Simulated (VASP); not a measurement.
Set up this calculation in VASP 6.6.1, as the native input.

| Item | Value |
| --- | --- |
| Task | single point |
| Functional | PBE |
| Potentials or basis | VASP PAW PBE potentials, release 64 (K_sv, Ta_pv, O) |
| Cutoff | 520 eV |
| k mesh | 5 × 5 × 5 |
| Occupations | fermi-dirac, width 0.01 eV |
| Spin | no spin polarisation |
| Dipole correction | no |
| Further INCAR settings | ALGO = Normal; EDIFF = 1e-06; NBANDS = 27 |

The structure of KTaO3 lies in POSCAR:

```
KTaO3
1.0
    3.9883000000     -0.0199415000     -0.0199415000
   -0.0199415000      3.9883000000     -0.0199415000
   -0.0199415000     -0.0199415000      3.9883000000
K Ta O
1 1 3
Direct
    0.5000000000      0.5000000000      0.5000000000
    0.0000000000      0.0000000000      0.0000000000
    0.5000000000      0.0000000000      0.0000000000
    0.0000000000      0.5000000000      0.0000000000
    0.0000000000      0.0000000000      0.5000000000
```

This cell differs from its parent crystal: equal xy, yz and zx shear strains of -1 %.

One way to write it, as run:

INCAR

```
ALGO = Normal
EDIFF = 1E-6
ENCUT = 520
GGA = PE
ISIF = 2
ISMEAR = -1
LASPH = T
LCHARG = F
LREAL = F
LWAVE = F
NBANDS = 27
NELM = 100
PREC = Accurate
SIGMA = 0.01
```

KPOINTS

```
k-points
0
Gamma
  5 5 5
```

Potentials or basis: VASP PAW PBE potentials, release 64 (K_sv, Ta_pv, O).

Command:

```bash
$ cat potpaw_PBE.64/K_sv/POTCAR potpaw_PBE.64/Ta_pv/POTCAR potpaw_PBE.64/O/POTCAR > POTCAR
$ mpirun -np 1 vasp_std > vasp.out
```

It gave:

| Quantity | Value |
| --- | --- |
| Pressure | 6.1 GPa |
| Band gap on the k mesh | 2.25 eV, indirect (least direct gap 2.72 eV) |

Caveat: the cell differs from its parent crystal (equal xy, yz and zx shear strains of -1 %); spin-orbit coupling is left out, which moves the levels of the heavy elements.

It took 24 s on 1 thread of Intel Xeon 6975P-C (shared host), peak memory 0.18 GiB.
